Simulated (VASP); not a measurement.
# InSe (R3m) in VASP: single point with r2SCAN

Aim: the single point of InSe with r2SCAN.

Everything below comes from runs of VASP 6.6.1. Logs are shortened: lines on timing, memory, paths and dates and some standing lists are left out, and cuts for length are marked.

### 1 The cell of the first run

Symmetry: R3m, No. 160, trigonal system. Conventional cell: a = 4.116 Å, b = 4.116 Å, c = 25.232 Å, α = 90.00°, β = 90.00°, γ = 120.00°. In (site symmetry 3m) has 3 Se at 2.67 Å and 1 In at 2.80 Å within 3.5 Å. In (site symmetry 3m) has 3 Se at 2.67 Å and 1 In at 2.80 Å within 3.5 Å. Se (site symmetry 3m) has 3 In at 2.67 Å within 3.5 Å. Se (site symmetry 3m) has 3 In at 2.67 Å within 3.5 Å.

### 2 Single point, r2SCAN (biaxial xy strain +2.4%)

Contents of POSCAR:

```
InSe
1.0
    2.0578059996      1.1880748478      8.4106659677
   -2.0578059996      1.1880748478      8.4106659677
    0.0000000000     -2.3761496956      8.4106659677
In Se
2 2
Direct
    0.0001953658      0.0001953658      0.0001953658
    0.1111271604      0.1111271604      0.1111271604
    0.6186241189      0.6186241189      0.6186241189
    0.8260533548      0.8260533548      0.8260533548
```

Contents of INCAR.step1:

```
SYSTEM = InSe
PREC = Accurate
ENCUT = 520
ISMEAR = -1
SIGMA = 0.02
LREAL = .FALSE.
LASPH = .TRUE.
NELM = 80
NBANDS = 27
GGA = PE
ALGO = Normal
EDIFF = 1E-4
LWAVE = .TRUE.
LCHARG = .FALSE.
```

Contents of INCAR.step2:

```
SYSTEM = InSe
PREC = Accurate
ENCUT = 520
EDIFF = 1E-6
ISMEAR = -1
SIGMA = 0.02
LREAL = .FALSE.
LASPH = .TRUE.
NELM = 80
ALGO = Normal
ISIF = 2
LWAVE = .FALSE.
LCHARG = .FALSE.
METAGGA = R2SCAN
LMIXTAU = .TRUE.
NBANDS = 27
ISTART = 1
```

Contents of KPOINTS:

```
regular mesh
0
G
  8 8 8
  0 0 0
```

Potentials or basis: VASP PAW PBE potentials, release 64 (In_d, Se).

Launch:

```console
$ cat potpaw_PBE.64/In_d/POTCAR potpaw_PBE.64/Se/POTCAR > POTCAR
$ cp INCAR.step1 INCAR
$ mpirun -np 1 vasp_std > vasp.out
$ cp INCAR.step2 INCAR
$ mpirun -np 1 vasp_std > vasp.out
```

OUTCAR:

```text
SYSTEM = InSe
   PREC = Accurate
   ENCUT = 520
   EDIFF = 1E-6
   ISMEAR = -1
   LREAL = .FALSE.
   LASPH = .TRUE.
   NELM = 80
   ISIF = 2
   METAGGA = R2SCAN
   ISTART = 1

 ion  position               nearest neighbor table
   1  0.000  0.000  0.000-   3 2.67   3 2.67   3 2.67   2 2.80
   2  0.111  0.111  0.111-   4 2.67   4 2.67   4 2.67   1 2.80
   3  0.619  0.619  0.619-   1 2.67   1 2.67   1 2.67
   4  0.826  0.826  0.826-   2 2.67   2 2.67   2 2.67

  LATTYP: Found a trigonal (rhomboedric) cell.
 ALAT       =     8.7398735343
 COS(alpha) =     0.8891262959

  Lattice vectors:

 A1 = (   2.0578059996,   1.1880748478,   8.4106659677)
 A2 = (  -2.0578059996,   1.1880748478,   8.4106659677)
 A3 = (   0.0000000000,  -2.3761496956,   8.4106659677)

Analysis of symmetry for initial positions (statically):
=====================================================================
 Subroutine PRICEL returns:
 Original cell was already a primitive cell.

 Routine SETGRP: Setting up the symmetry group for a
 trigonal (rhombohedral) supercell.

 Subroutine GETGRP returns: Found  6 space group operations
 (whereof  6 operations were pure point group operations)
 out of a pool of 12 trial point group operations.

The static configuration has the point symmetry C_3v.

Analysis of symmetry for dynamics (positions and initial velocities):
=====================================================================
 Subroutine PRICEL returns:
 Original cell was already a primitive cell.

 Routine SETGRP: Setting up the symmetry group for a
 trigonal (rhombohedral) supercell.

 Subroutine GETGRP returns: Found  6 space group operations
 (whereof  6 operations were pure point group operations)
 out of a pool of 12 trial point group operations.

The dynamic configuration has the point symmetry C_3v.

 Subroutine INISYM returns: Found  6 space group operations
 (whereof  6 operations are pure point group operations),
 and found     1 'primitive' translations

----------------------------------------------------------------------------------------

                                     Primitive cell

  volume of cell :     123.3758

  direct lattice vectors                    reciprocal lattice vectors
     2.057806000  1.188074848  8.410665968     0.242977229  0.140282969  0.039632216
    -2.057806000  1.188074848  8.410665968    -0.242977229  0.140282969  0.039632216
     0.000000000 -2.376149696  8.410665968     0.000000000 -0.280565937  0.039632216

  length of vectors
     8.739873534  8.739873534  8.739873534     0.283351297  0.283351297  0.283351297

  position of ions in fractional coordinates (direct lattice)
     0.000195366  0.000195366  0.000195366
     0.111127160  0.111127160  0.111127160
     0.618624119  0.618624119  0.618624119
     0.826053355  0.826053355  0.826053355

  ion indices of the primitive-cell ions
   primitive index   ion index
                 1           1
                 2           2
                 3           3
                 4           4

----------------------------------------------------------------------------------------

 KPOINTS: regular mesh

Automatic generation of k-mesh.
 Grid dimensions read from file:
 generate k-points for:    8    8    8

 Generating k-lattice:

  Cartesian coordinates                     Fractional coordinates (reciprocal lattice)
     0.030372154  0.017535371  0.004954027     0.125000000 -0.000000000  0.000000000
    -0.030372154  0.017535371  0.004954027    -0.000000000  0.125000000  0.000000000
     0.000000000 -0.035070742  0.004954027     0.000000000  0.000000000  0.125000000

  Length of vectors
     0.035418912  0.035418912  0.035418912

  Shift w.r.t. Gamma in fractional coordinates (k-lattice)
     0.000000000  0.000000000  0.000000000

 Subroutine IBZKPT returns following result:
 ===========================================

 Found     65 irreducible k-points:

 Following reciprocal coordinates:
            Coordinates               Weight
  0.000000  0.000000  0.000000      1.000000
  0.125000  0.000000  0.000000      6.000000
  0.250000  0.000000  0.000000      6.000000
  0.375000  0.000000  0.000000      6.000000
  0.500000  0.000000  0.000000      3.000000
  0.125000  0.125000  0.000000      6.000000
[... 16 lines left out ...]
  0.250000  0.125000  0.125000      6.000000
  0.375000  0.125000  0.125000      6.000000
 [... further k-points ...]
   k-points           NKPTS =     65   k-points in BZ     NKDIM =     65   number of bands    NBANDS=     27
   number of dos      NEDOS =    301   number of ions     NIONS =      4
   total plane-waves  NPLWV = 343000
   dimension x,y,z NGX =    70 NGY =   70 NGZ =   70
   dimension x,y,z NGXF=   140 NGYF=  140 NGZF=  140
   ions per type =               2   2
   NGX,Y,Z   is equivalent  to a cutoff of  13.32, 13.32, 13.32 a.u.
   NGXF,Y,Z  is equivalent  to a cutoff of  26.63, 26.63, 26.63 a.u.
 SYSTEM =  InSe
   PREC   = accura    normal or accurate (medium, high low for compatibility)
   ISTART =      1    job   : 0-new  1-cont  2-samecut
   ICHARG =      0    charge: 1-file 2-atom 10-const
   ISPIN  =      1    spin polarized calculation?
   LNONCOLLINEAR =      F non collinear calculations
   LSORBIT =      F    spin-orbit coupling
   LASPH  =      T    aspherical Exc in radial PAW
   ENCUT  =  520.0 eV  38.22 Ry    6.18 a.u.  16.25 16.25 16.25*2*pi/ulx,y,z
   NELM   =     80;   NELMIN=  2; NELMDL=  0     # of ELM steps
   EDIFF  = 0.1E-05   stopping-criterion for ELM
   LREAL  =      F    real-space projection
   EDIFFG = 0.1E-04   stopping-criterion for IOM
   NSW    =      0    number of steps for IOM
   IBRION =     -1    ionic relax: 0-MD 1-quasi-New 2-CG
   NFREE  =      0    steps in history (QN), initial steepest desc. (CG)
   ISIF   =      2    stress and relaxation
   ISYM   =      2    0-nonsym 1-usesym 2-fastsym
   POTIM  = 0.5000    time-step for ionic-motion
   TEBEG  =    0.0;   TEEND  =   0.0 temperature during run
   PSTRESS=    0.0 pullay stress
   NELECT =      38.0000    total number of electrons
   NUPDOWN=      -1.0000    fix difference up-down
   EMIN   =  10.00;   EMAX   =-10.00  energy-range for DOS
   EFERMI =   0.00;   METHOD = LEGACY
   ISMEAR =    -1;   SIGMA  =   0.02  broadening in eV -4-tet -1-fermi 0-gaus
   EFERMI_NEDOS =   21; number of points for ismear=-14 and -15
   IALGO  =     38    algorithm
   IMIX   =      4    mixing-type and parameters
     AMIX     =   0.40;   BMIX     =  1.00
     AMIX_MAG =   1.60;   BMIX_MAG =  1.00
  volume/ion in A,a.u.               =      30.84       208.15
  Fermi-wavevector in a.u.,A,eV,Ry     =   1.105587  2.089256 16.630695  1.222322
  Thomas-Fermi vector in A             =   2.242076
   LORBIT       =      0    0 simple, 1 ext, 2 COOP (PROOUT), +10 PAW based schemes
   METAGGA = R2SCAN    functional components
   LHFCALC =     F    Hartree Fock is set to
   AEXX    =    0.0000 exact exchange contribution
   IVDW    =     0    specifies the selected vdW correction
   LEPSILON=     F    determine dielectric tensor
   LRPA    =     F    only Hartree local field effects (RPA)
 non-spin polarized calculation
  energy-cutoff  :      520.00
  volume of cell :      123.38
 maximum number of plane-waves:      3350
 NGX is ok and might be reduce to    70
   NGX = 33   NGY = 33   NGZ = 33

 number of electron      38.0000000 magnetization

 Free energy of the ion-electron system (eV)
  ---------------------------------------------------
  ext. energy  EPLUGINS =         0.00000000
  ---------------------------------------------------
  free energy    TOTEN  =       -76.46009962 eV

  energy without entropy =      -76.46009960  energy(sigma->0) =      -76.46009961

 E-fermi :   3.7314     XC(G=0):  -9.1686

 val. band max:        3.5003620922   @ k =   0.5000   0.5000   0.5000
 cond. band min:       3.9624032821   @ k =   0.5000   0.5000   0.5000
 fundamental gap:      0.4620411899
 Fermi energy:         3.7313813381

 k-point     1 :       0.0000    0.0000    0.0000
  band No.  band energies     occupation
      1     -11.8858      2.00000
      2     -11.6916      2.00000
      3     -11.6916      2.00000
      4     -11.6016      2.00000
      5     -11.6016      2.00000
      6     -11.5836      2.00000
[... 19 lines left out ...]
     26       9.3415      0.00000
     27      10.9522      0.00000

 k-point     2 :       0.1250    0.0000    0.0000
  band No.  band energies     occupation
      1     -11.8876      2.00000
      2     -11.7386      2.00000
      3     -11.6892      2.00000
      4     -11.6619      2.00000
      5     -11.5920      2.00000
      6     -11.5874      2.00000
[... 19 lines left out ...]
     26       9.4897      0.00000
     27      10.7924      0.00000

 k-point     3 :       0.2500    0.0000    0.0000
  band No.  band energies     occupation
      1     -11.9136      2.00000
      2     -11.8043      2.00000
      3     -11.7707      2.00000
      4     -11.6859      2.00000
      5     -11.5962      2.00000
      6     -11.5690      2.00000
[... 19 lines left out ...]
     26      10.1054      0.00000
     27      10.4041      0.00000

 k-point     4 :       0.3750    0.0000    0.0000
  band No.  band energies     occupation
      1     -11.9694      2.00000
      2     -11.8548      2.00000
      3     -11.8185      2.00000
      4     -11.6851      2.00000
      5     -11.6047      2.00000
      6     -11.5461      2.00000
[... 19 lines left out ...]
     26      10.3672      0.00000
     27      11.2191      0.00000

 k-point     5 :       0.5000    0.0000    0.0000
  band No.  band energies     occupation
      1     -11.9944      2.00000
      2     -11.8852      2.00000
      3     -11.8185      2.00000
      4     -11.6853      2.00000
      5     -11.6082      2.00000
      6     -11.5367      2.00000
[... 19 lines left out ...]
     26      10.3449      0.00000
     27      11.0728      0.00000

 k-point     6 :       0.1250    0.1250    0.0000
  band No.  band energies     occupation
      1     -11.8876      2.00000
      2     -11.7383      2.00000
      3     -11.6893      2.00000
      4     -11.6623      2.00000
      5     -11.5920      2.00000
      6     -11.5874      2.00000
[... 444 lines left out ...]
      1     -11.9889      2.00000
      2     -11.8917      2.00000
      3     -11.8175      2.00000
      4     -11.6857      2.00000
      5     -11.6081      2.00000
      6     -11.5365      2.00000
[... 19 lines left out ...]
     26      11.0587      0.00000
     27      11.8057      0.00000

 k-point    22 :       0.1250    0.1250    0.1250
  band No.  band energies     occupation
      1     -11.8857      2.00000
      2     -11.6916      2.00000
      3     -11.6916      2.00000
      4     -11.6016      2.00000
      5     -11.6016      2.00000
      6     -11.5836      2.00000
[... 19 lines left out ...]
     26       9.4142      0.00000
     27      11.0223      0.00000

 k-point    23 :       0.2500    0.1250    0.1250
  band No.  band energies     occupation
      1     -11.8875      2.00000
      2     -11.7377      2.00000
      3     -11.6892      2.00000
      4     -11.6632      2.00000
      5     -11.5920      2.00000
      6     -11.5874      2.00000
[... 19 lines left out ...]
     26       9.6719      0.00000
     27      10.8429      0.00000

 k-point    24 :       0.3750    0.1250    0.1250
  band No.  band energies     occupation
      1     -11.9125      2.00000
      2     -11.8032      2.00000
      3     -11.7732      2.00000
      4     -11.6859      2.00000
      5     -11.5962      2.00000
      6     -11.5690      2.00000
[... 19 lines left out ...]
     26      10.1621      0.00000
     27      10.6094      0.00000

 [... further k-points ...]
[... 5 lines left out ...]
  --------------------------------------------------------------------------------------
  -------------------------------------------------------------------------------------
  Total       -0.9926016     -0.9926016      0.1834166      0.0000000     -0.0000000     -0.0000000
  in kB      -12.8900825    -12.8900825      2.3818769      0.0000000     -0.0000000     -0.0000000
  external PRESSURE =      -7.7994294 kB  Pullay stress =       0.0000000 kB

 VOLUME and BASIS-vectors are now :
 -----------------------------------------------------------------------------
  energy-cutoff  :      520.00
  volume of cell :      123.38
      direct lattice vectors                 reciprocal lattice vectors
     2.057806000  1.188074848  8.410665968     0.242977229  0.140282969  0.039632216
    -2.057806000  1.188074848  8.410665968    -0.242977229  0.140282969  0.039632216
     0.000000000 -2.376149696  8.410665968     0.000000000 -0.280565937  0.039632216

 POSITION                                       TOTAL-FORCE (eV/Angst)
 -----------------------------------------------------------------------------------
      0.00000      0.00000      0.00493         0.000000      0.000000      0.007822
      0.00000      0.00000      2.80396         0.000000     -0.000000     -0.008979
      0.00000      0.00000     15.60912         0.000000      0.000000      0.014102
      0.00000      0.00000     20.84298         0.000000     -0.000000     -0.012945
 -----------------------------------------------------------------------------------
    total drift:                               -0.000000      0.000000     -0.000267

  FREE ENERGIE OF THE ION-ELECTRON SYSTEM (eV)
  ---------------------------------------------------
  free  energy   TOTEN  =       -76.4600996198 eV

  energy  without entropy=      -76.4600996009  energy(sigma->0) =      -76.46009961
```

Run time: 1.9 h. Hardware: 1 thread of Intel Xeon 8259CL, shared host; peak memory 0.89 GiB.

Results:

| Property | Result |
| --- | --- |
| Free energy | -76.4601 eV |
| Pressure | -0.8 GPa |
| Largest force | 0.014 eV/Å |
| Band gap on the k mesh | 0.46 eV |

Forces in eV/Å, atoms in the order of the input:
```
In   0.000  0.000  0.008
In   0.000  0.000 -0.009
Se   0.000  0.000  0.014
Se   0.000  0.000 -0.013
```

Stress tensor (GPa, compression positive):
```
-1.29  0.00  0.00
 0.00 -1.29  0.00
 0.00  0.00  0.24
```

Caveat: the cell differs from its parent crystal (biaxial xy strain +2.4%); the PAW data sets were made with another functional, which shifts forces and pressure a little; spin-orbit coupling is left out, which moves the levels of the heavy elements. A k mesh can miss the band edges.
